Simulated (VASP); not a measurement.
A run of VASP 6.6.1 is set up as follows.

Contents of POSCAR:

```
SnSe
1.0
    4.2853274191      0.0000000000      0.0000000000
    0.0000000000      4.2853274191      0.0160699778
    0.0000000000      0.0412150955     10.9906921300
Sn Se
2 2
Direct
    0.5000000000      0.0000000000      0.3722291100
    0.0000000000      0.5000000000      0.6277708900
    0.5000000000      0.0000000000      0.6160394900
    0.0000000000      0.5000000000      0.3839605100
```

Contents of INCAR.step1:

```
  ALGO = Normal
  EDIFF = 1E-4
  ENCUT = 520
  GGA = PE
  ISMEAR = 0
  LASPH = True
  LCHARG = False
  LREAL = False
  LWAVE = True
  NBANDS = 28
  NELM = 80
  PREC = Accurate
  SIGMA = 0.05
```

Contents of INCAR.step2:

```
  ALGO = Normal
  EDIFF = 1E-6
  ENCUT = 520
  ISIF = 2
  ISMEAR = 0
  ISTART = 1
  LASPH = True
  LCHARG = False
  LMIXTAU = True
  LREAL = False
  LWAVE = False
  METAGGA = R2SCAN
  NBANDS = 28
  NELM = 80
  PREC = Accurate
  SIGMA = 0.05
```

File KPOINTS:

```
k-points
0
Gamma
  6 6 4
```

Potentials or basis: VASP PAW PBE potentials, release 64 (Sn_d, Se).

Command:

```sh
$ cat potpaw_PBE.64/Sn_d/POTCAR potpaw_PBE.64/Se/POTCAR > POTCAR
$ cp INCAR.step1 INCAR
$ mpirun -np 1 vasp_std > vasp.out
$ cp INCAR.step2 INCAR
$ mpirun -np 1 vasp_std > vasp.out
```

Q: Predict the largest force.

A: 0.026 eV/Å.

Q: Predict the band gap on the k mesh.

A: 1.77 eV.

Forces on the atoms (eV/Å):
```
Sn   0.000  0.003 -0.017
Sn   0.000 -0.003  0.017
Se   0.000 -0.026  0.000
Se   0.000  0.026  0.000
```

Caveat: the cell differs from its parent crystal (strain +0.0075 x Voigt [0, 0, 0, 1, 0, 0]); there is no dipole correction, which matters where the two faces differ; the PAW data sets were made with another functional, which shifts forces and pressure a little; spin-orbit coupling is left out, which moves the levels of the heavy elements.
